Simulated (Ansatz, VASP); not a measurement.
One calculation of TaN, two programs

INCAR

```
  PREC = Accurate
  ENCUT = 700
  EDIFF = 1E-6
  ISMEAR = 0
  SIGMA = 0.15
  LREAL = F
  LASPH = T
  NELM = 120
  ALGO = Normal
  ISIF = 2
  LWAVE = F
  LCHARG = F
  NBANDS = 16
  GGA_COMPAT = F
```

KPOINTS

```
Automatic mesh
0
Gamma
  18 18 18
```

File POSCAR:

```
TaN
1.0
    0.0000000000      2.2281815418      2.2281815418
    2.2281815418      0.0000000000      2.2281815418
    2.2281815418      2.2281815418      0.0000000000
Ta N
1 1
Direct
    0.4989139126      0.5010860874      0.5010860874
    0.0140304995     -0.0140304995     -0.0140304995
```

Input for Ansatz:

```yaml
crystal:
  lattice:
    - [0.0, 2.2281815418, 2.2281815418]
    - [2.2281815418, 0.0, 2.2281815418]
    - [2.2281815418, 2.2281815418, 0.0]
  atoms:
    - { symbol: Ta, position: [0.4989139126, 0.5010860874, 0.5010860874] }
    - { symbol: "N", position: [0.0140304995, -0.0140304995, -0.0140304995] }
basis:
  ecutwfc: 520.0
kpoints:
  mp_grid: { grid: [18, 18, 18] }
hamiltonian:
  xc: lda
  pseudopotentials: { kind: paw, azcp: { folder: soft_1 } }
scf:
  occupations: { method: gaussian, width: 0.15 }
output:
  forces: true
  stress: true
  eigenvalues: true
```

Change from the starting cell: mode 4 frozen in at -0.061 Å, equal normal strain along x, y and z +0.0250.

Alike in both runs: task single point; functional LDA; k mesh 18 × 18 × 18; occupations gaussian, width 0.15 eV; no spin polarisation.

|  | VASP | Ansatz |
| --- | --- | --- |
| version | VASP 6.6.1 | Ansatz 0.2.0 |
| potentials or method | VASP PAW LDA potentials, release 64 (Ta_sv_GW, N), cutoff 700 eV | scalar-relativistic, plane waves, PAW |
| valence electrons in the cell | 18 | 18 |

|  | VASP | Ansatz | Ansatz less VASP |
| --- | --- | --- | --- |
| gap on the k mesh at the Fermi level (eV) | none | none | - |
| pressure (GPa) | -22.1 | -23.1 | -0.92 |
| traceless stress, the component that is largest in VASP (GPa) | 1.23 | 1.22 | -0.011 |
| rms of the force components (eV/Å) | 0.214 | 0.208 | -0.0051 |

Ansatz warns that its potentials were made for another functional, while VASP's fit it. LDA's correlation is that of Perdew and Zunger in VASP and of Perdew and Wang (1992) in Ansatz. Atom by atom the forces differ by 0.005 eV/Å (rms over components). A gap of «none» marks a metal or a gap that the smearing closes.

Neither program's run includes spin-orbit coupling.
